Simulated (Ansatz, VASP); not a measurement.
# Two plane-wave programs on ZnO

```
Zn O
1.0
     3.27949    0.00000    0.00000
    -1.63974    2.84012    0.00000
     0.00000    0.00000    5.29327
Zn O
2 2
Cartesian
  0.0000 1.8934 2.6465
  1.6397 0.9467 -0.0002
  1.6397 0.9467 2.0064
  0.0000 1.8934 4.6530
```

Alike in both runs: task single point; functional HSE06; k mesh 6 × 6 × 4; no spin polarisation.

|  | VASP | Ansatz |
| --- | --- | --- |
| version | VASP 6.6.1 | Ansatz 0.2.0 |
| potentials or method | VASP PAW PBE potentials, release 64 (Zn, O), cutoff 520 eV | scalar-relativistic, plane waves, PAW |
| occupations | gaussian, width 0.01 eV | fixed |
| valence electrons in the cell | 36 | 36 |

Ansatz gave:

* gap on the k mesh at the Fermi level (eV): 2.43
* least direct gap on the mesh (eV): 2.43

Question: Which values does VASP return?

Answer: gap on the k mesh at the Fermi level (eV): 2.39; least direct gap on the mesh (eV): 2.39.
